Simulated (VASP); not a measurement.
# InP (F-43m) in VASP: elastic constants with LDA

Aim: the elastic constants of InP with LDA.

Program: VASP 6.6.1. These are calculated values, not measurements. Logs are shortened: lines on timing, memory, paths and dates and some standing lists are left out, and cuts for length are marked.

### 1 The cell of the first run

It takes space group F-43m (No. 216, cubic). The conventional cell has a = 5.827 Å, b = 5.827 Å, c = 5.827 Å, α = 90.00°, β = 90.00°, γ = 90.00°. Within 3.3 Å of In (site symmetry -43m) lie 4 P at 2.52 Å. P (site symmetry -43m) has 4 In at 2.52 Å within 3.3 Å.

### 2 Elastic constants, LDA

Contents of INCAR:

```
SYSTEM = InP
PREC     = Accurate       ! precision mode
ENCUT    = 600            ! plane-wave cutoff, eV
EDIFF    = 1E-8           ! SCF threshold, eV
ISMEAR   = 0              ! smearing method
SIGMA    = 0.01           ! smearing width, eV
LREAL    = .FALSE.        ! projectors in reciprocal space
LASPH    = .TRUE.         ! aspherical terms in the spheres
NELM     = 60             ! most SCF steps
ALGO     = Normal         ! electronic algorithm
ISIF     = 3              ! what is computed and relaxed
LWAVE    = .FALSE.        ! write WAVECAR
LCHARG   = .TRUE.         ! write CHGCAR
GGA      = CA             ! functional
IBRION   = 6              ! ionic algorithm
NFREE    = 2            
POTIM    = 0.015          ! step
NSW      = 1              ! ionic steps
```

Contents of KPOINTS:

```
regular mesh
0
G
  8 8 8
  0 0 0
```

Contents of POSCAR:

```
InP
1.0
    2.9136593589      2.9136593589      0.0000000000
   -2.9136593589      2.9136593589      0.0000000000
    0.0000000000      2.9136593589      2.9136593589
In P
1 1
Direct
    0.0000000000      0.0000000000      0.0000000000
    0.7500000000      0.2500000000      0.5000000000
```

Potentials or basis: VASP PAW LDA potentials, release 64 (In_d, P).

Launch:

```sh
$ cat potpaw_LDA.64/In_d/POTCAR potpaw_LDA.64/P/POTCAR > POTCAR
$ mpirun -np 1 vasp_std > vasp.out
```

OUTCAR:

```text
SYSTEM = InP
   PREC = Accurate
   ENCUT = 600
   EDIFF = 1E-8
   ISMEAR = 0
   LREAL = .FALSE.
   LASPH = .TRUE.
   NELM = 60
   ISIF = 3
   GGA = CA
   IBRION = 6
   NFREE = 2
   POTIM = 0.015
   NSW = 1

 ion  position               nearest neighbor table
   1  0.000  0.000  0.000-   2 2.52   2 2.52   2 2.52   2 2.52
   2  0.750  0.250  0.500-   1 2.52   1 2.52   1 2.52   1 2.52

  LATTYP: Found a face centered cubic cell.
 ALAT       =     5.8273187178

  Lattice vectors:

 A1 = (   0.0000000000,   2.9136593589,   2.9136593589)
 A2 = (   2.9136593589,   0.0000000000,   2.9136593589)
 A3 = (   2.9136593589,   2.9136593589,   0.0000000000)

Analysis of symmetry for initial positions (statically):
=====================================================================
 Subroutine PRICEL returns:
 Original cell was already a primitive cell.

 Routine SETGRP: Setting up the symmetry group for a
 face centered cubic supercell.

 Subroutine GETGRP returns: Found 24 space group operations
 (whereof 24 operations were pure point group operations)
 out of a pool of 48 trial point group operations.

The static configuration has the point symmetry T_d .

Analysis of symmetry for dynamics (positions and initial velocities):
=====================================================================
 Subroutine PRICEL returns:
 Original cell was already a primitive cell.

 Routine SETGRP: Setting up the symmetry group for a
 face centered cubic supercell.

 Subroutine GETGRP returns: Found 24 space group operations
 (whereof 24 operations were pure point group operations)
 out of a pool of 48 trial point group operations.

The dynamic configuration has the point symmetry T_d .

 Subroutine INISYM returns: Found 24 space group operations
 (whereof 24 operations are pure point group operations),
 and found     1 'primitive' translations

----------------------------------------------------------------------------------------

                                     Primitive cell

  volume of cell :      49.4705

  direct lattice vectors                    reciprocal lattice vectors
     2.913659359  2.913659359  0.000000000     0.171605510  0.171605510 -0.171605510
    -2.913659359  2.913659359  0.000000000    -0.171605510  0.171605510 -0.171605510
     0.000000000  2.913659359  2.913659359     0.000000000  0.000000000  0.343211020

  length of vectors
     4.120536581  4.120536581  4.120536581     0.297229462  0.297229462  0.343211020

  position of ions in fractional coordinates (direct lattice)
     0.000000000  0.000000000  0.000000000
     0.750000000  0.250000000  0.500000000

  ion indices of the primitive-cell ions
   primitive index   ion index
                 1           1
                 2           2

----------------------------------------------------------------------------------------

 KPOINTS: regular mesh

Automatic generation of k-mesh.
 Grid dimensions read from file:
 generate k-points for:    8    8    8

 Generating k-lattice:

  Cartesian coordinates                     Fractional coordinates (reciprocal lattice)
     0.021450689  0.021450689 -0.021450689     0.125000000  0.000000000  0.000000000
[... 112 lines left out ...]

  FORCE on cell =-STRESS in cart. coord.  units (eV):
  Direction    XX          YY          ZZ          XY          YZ          ZX
  --------------------------------------------------------------------------------------
  -------------------------------------------------------------------------------------
  Total        0.0112125      0.0112125      0.0112125     -0.0000000      0.0000000      0.0000000
  in kB        0.3631344      0.3631344      0.3631344     -0.0000000      0.0000000      0.0000000
  external PRESSURE =       0.3631344 kB  Pullay stress =       0.0000000 kB
[... 89 lines left out ...]
  FREE ENERGIE OF THE ION-ELECTRON SYSTEM (eV)
  ---------------------------------------------------
  free  energy   TOTEN  =        -9.6685584863 eV

  energy  without entropy=       -9.6685584863  energy(sigma->0) =       -9.66855849

[... ionic steps 4 to 14 ...]

--------------------------------------- Ionic step       15  -------------------------------------------

 number of electron      18.0000001 magnetization

------------------------ aborting loop because EDIFF is reached ----------------------------------------
[... 67 lines left out ...]
--------------------------------------- Ionic step       17  -------------------------------------------

 number of electron      18.0000001 magnetization

 Free energy of the ion-electron system (eV)
  ---------------------------------------------------
  ext. energy  EPLUGINS =         0.00000000
  ---------------------------------------------------
  free energy    TOTEN  =        -9.67135261 eV

  energy without entropy =       -9.67135261  energy(sigma->0) =       -9.67135261

 E-fermi :   5.3239     XC(G=0):  -9.6853

 val. band max:        5.2302895924   @ k =   0.0000   0.0000   0.0000
 cond. band min:       5.8063564772   @ k =   0.0000   0.0000   0.0000
 fundamental gap:      0.5760668848
 Fermi energy:         5.3238616203

 k-point     1 :       0.0000    0.0000    0.0000
  band No.  band energies     occupation
      1      -9.0275      2.00000
      2      -9.0237      2.00000
      3      -9.0193      2.00000
      4      -8.8596      2.00000
      5      -8.8595      2.00000
      6      -6.4634      2.00000
      7       5.1732      2.00000
      8       5.2026      2.00000
      9       5.2303      2.00000
     10       5.8064      0.00000
     11       9.1470      0.00000
     12       9.1639      0.00000
     13       9.1827      0.00000
[... 354 lines left out ...]
  band No.  band energies     occupation
      1      -9.1652      2.00000
      2      -8.9711      2.00000
      3      -8.9478      2.00000
      4      -8.8667      2.00000
      5      -8.8459      2.00000
      6      -4.3106      2.00000
      7      -0.5473      2.00000
      8       2.3842      2.00000
      9       3.5066      2.00000
     10       8.3022      0.00000
     11       9.2537      0.00000
     12      11.0005      0.00000
     13      12.3452      0.00000

 [... further k-points ...]

------------------------ aborting loop because EDIFF is reached ----------------------------------------

  FORCE on cell =-STRESS in cart. coord.  units (eV):
  Direction    XX          YY          ZZ          XY          YZ          ZX
  --------------------------------------------------------------------------------------
  -------------------------------------------------------------------------------------
  Total        0.0114727      0.0141250      0.0141250      0.0000000     -0.1246576      0.0000000
  in kB        0.3715596      0.4574585      0.4574585      0.0000000     -4.0372262      0.0000000
  external PRESSURE =       0.4288255 kB  Pullay stress =       0.0000000 kB
[... 17 lines left out ...]
  FREE ENERGIE OF THE ION-ELECTRON SYSTEM (eV)
  ---------------------------------------------------
  free  energy   TOTEN  =        -9.6713526125 eV

  energy  without entropy=       -9.6713526125  energy(sigma->0) =       -9.67135261

 INTERNAL STRAIN TENSORS FROM STRAINED CELLS
 ============================================

 INTERNAL STRAIN TENSOR FOR ION    1 for displacements in x,y,z  (eV/Angst):
          X           Y           Z          XY          YZ          ZX
  --------------------------------------------------------------------------------
  x     0.00000     0.00000     0.00000     0.00000    -8.32045    -0.00000
  y    -0.00000     0.00000     0.00000     0.00000    -0.00000    -8.32119
  z    -0.00000    -0.00000     0.00000    -8.31989    -0.00000     0.00000

 INTERNAL STRAIN TENSORS FROM DISPLACED ATOMS
 ============================================

 INTERNAL STRAIN TENSOR FOR ION    1 for displacements in x,y,z  (eV/Angst):
          X           Y           Z          XY          YZ          ZX
  --------------------------------------------------------------------------------
  x     0.00000     0.00000     0.00000     0.00000    -8.31930     0.00000
  y     0.00000     0.00000     0.00000     0.00000     0.00000    -8.31930
  z     0.00000     0.00000     0.00000    -8.31930     0.00000     0.00000

 INTERNAL STRAIN TENSOR FOR ION    2 for displacements in x,y,z  (eV/Angst):
          X           Y           Z          XY          YZ          ZX
  --------------------------------------------------------------------------------
  x     0.00000     0.00000     0.00000     0.00000     8.31307     0.00000
  y     0.00000     0.00000     0.00000     0.00000     0.00000     8.31307
  z     0.00000     0.00000     0.00000     8.31307     0.00000     0.00000

 Eigenvectors and eigenvalues of the dynamical matrix
 ----------------------------------------------------

   1 f  =    9.080998 THz    57.057594 2PiTHz  302.909495 cm-1    37.555974 meV
             X         Y         Z           dx          dy          dz
      0.000000  0.000000  0.000000     0.460970   -0.000000   -0.000000
      1.456830  4.370489  1.456830    -0.887416    0.000000    0.000000
[... 21 lines left out ...]
   6 f/i=    0.000476 THz     0.002992 2PiTHz    0.015886 cm-1     0.001970 meV
             X         Y         Z           dx          dy          dz
      0.000000  0.000000  0.000000     0.000000   -0.000000    0.887416
      1.456830  4.370489  1.456830    -0.000000    0.000000    0.460970

--------------------------------------------------------------------------------------------------------

 ELASTIC MODULI CONTR FROM IONIC RELAXATION (kBar)
 Direction    XX          YY          ZZ          XY          YZ          ZX
 --------------------------------------------------------------------------------
 XX           0.0000      0.0000      0.0000      0.0000      0.0000      0.0000
 YY           0.0000      0.0000      0.0000      0.0000      0.0000      0.0000
 ZZ           0.0000      0.0000      0.0000      0.0000      0.0000      0.0000
 XY           0.0000      0.0000      0.0000   -272.1068      0.0000     -0.0000
 YZ           0.0000      0.0000      0.0000      0.0000   -272.1068     -0.0000
 ZX           0.0000      0.0000      0.0000     -0.0000     -0.0000   -272.1068
 --------------------------------------------------------------------------------

 TOTAL ELASTIC MODULI (kBar)
 Direction    XX          YY          ZZ          XY          YZ          ZX
 --------------------------------------------------------------------------------
 XX        1010.4258    569.1434    569.1434      0.0000      0.0000      0.0000
 YY         569.1434   1010.4258    569.1434      0.0000      0.0000     -0.0000
 ZZ         569.1434    569.1434   1010.4258      0.0000      0.0000      0.0000
 XY           0.0000      0.0000      0.0000    457.5638      0.0000     -0.0000
 YZ           0.0000      0.0000      0.0000      0.0000    457.5638     -0.0000
 ZX           0.0000     -0.0000      0.0000     -0.0000     -0.0000    457.5638
 --------------------------------------------------------------------------------
```

It took 25 min on 1 thread of Intel Xeon 8259CL, shared host; peak memory 0.34 GiB.

Results:

```
Elastic constants C11, C12, C44                         : 101, 57, 46 GPa
Voigt bulk modulus                                      : 72 GPa
Highest phonon frequency at Γ, LO-TO splitting left out : 303 cm⁻¹
```

Phonon frequencies in cm⁻¹ (negative: imaginary):
```
              q point        frequencies
(0.000, 0.000, 0.000)  0 0 0 303 303 303
```

Elastic tensor in Voigt notation (GPa, in the Cartesian axes of the cell as first typed):
```
101  57  57   0   0   0
 57 101  57   0   0   0
 57  57 101   0   0   0
  0   0   0  46   0   0
  0   0   0   0  46   0
  0   0   0   0   0  46
```

Clamped-ion elastic tensor (GPa):
```
101  57  57   0   0   0
 57 101  57   0   0   0
 57  57 101   0   0   0
  0   0   0  73   0   0
  0   0   0   0  73   0
  0   0   0   0   0  73
```

Caveat: spin-orbit coupling is left out, which moves the levels of the heavy elements.
